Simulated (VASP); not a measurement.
Wanted: the native input for a VASP 6.6.1 run.

| Property | Result |
| --- | --- |
| Task | single point |
| Functional | PBE |
| Potentials or basis | VASP PAW PBE potentials, release 64 (P, B) |
| Cutoff | 520 eV |
| k mesh | 5 × 5 × 5 |
| Occupations | fermi-dirac, width 0.02 eV |
| Spin | no spin polarisation |
| Dipole correction | no |
| Further INCAR settings | ALGO = Normal; EDIFF = 1e-07; NBANDS = 11 |

The structure of BP lies in POSCAR:

```
BP
1.0
    0.0000000000      2.2690000000      2.2690000000
    2.2690000000      0.0000000000      2.2690000000
    2.2690000000      2.2690000000      0.0000000000
P B
1 1
Direct
    0.7500000000      0.7500000000      0.7500000000
    0.0000000000      0.0000000000      0.0000000000
```

These files were run (other wordings do the same):

INCAR

```
SYSTEM = BP
  PREC = Accurate
  ENCUT = 520
  EDIFF = 1E-7
  ISMEAR = -1
  SIGMA = 0.02
  LREAL = .FALSE.
  LASPH = .TRUE.
  NELM = 80
  ALGO = Normal
  ISIF = 2
  LWAVE = .FALSE.
  LCHARG = .FALSE.
  GGA = PE
  NBANDS = 11
```

KPOINTS

```
regular mesh
0
G
  5 5 5
  0 0 0
```

Potentials or basis: VASP PAW PBE potentials, release 64 (P, B).

Launch:

```sh
$ cat potpaw_PBE.64/P/POTCAR potpaw_PBE.64/B/POTCAR > POTCAR
$ mpirun -np 1 vasp_std > vasp.out
```

It gave:

```yaml
Pressure: 1.3 GPa
Band_gap_on_the_k_mesh: 1.23 eV (least direct gap 3.39 eV)
```

Caveat: the k points lie up to 0.48 Å⁻¹ apart; an odd mesh through Γ misses points on the zone boundary, where band edges can lie.

It took 2.8 s on 1 thread of Intel(R) Xeon(R) Platinum 8488C (Sapphire Rapids), on a shared host, peak memory 0.12 GiB.
